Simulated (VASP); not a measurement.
Here is a VASP 6.6.1 calculation.

Contents of INCAR:

```
PREC = Accurate
ENCUT = 520
EDIFF = 1E-6
ISMEAR = -1
SIGMA = 0.1
LREAL = False
LASPH = True
NELM = 100
ALGO = Normal
ISIF = 2
LWAVE = False
LCHARG = False
GGA = PE
NBANDS = 12
```

The input KPOINTS:

```
Automatic mesh
0
Gamma
  17 17 17
```

POSCAR

```
Au
1.0
    0.0000000000      1.6716053446      1.6716053446
    1.6716053446      0.0000000000      1.6716053446
    1.6716053446      1.6716053446      0.0000000000
Au
1
Direct
    0.0000000000      0.0000000000      0.0000000000
```

Potentials or basis: VASP PAW PBE potentials, release 64 (Au).

The run is started by

```bash
$ cat potpaw_PBE.64/Au/POTCAR > POTCAR
$ mpirun -np 1 vasp_std > vasp.out
```

Q: Predict the pressure.

A: 568.4 GPa.
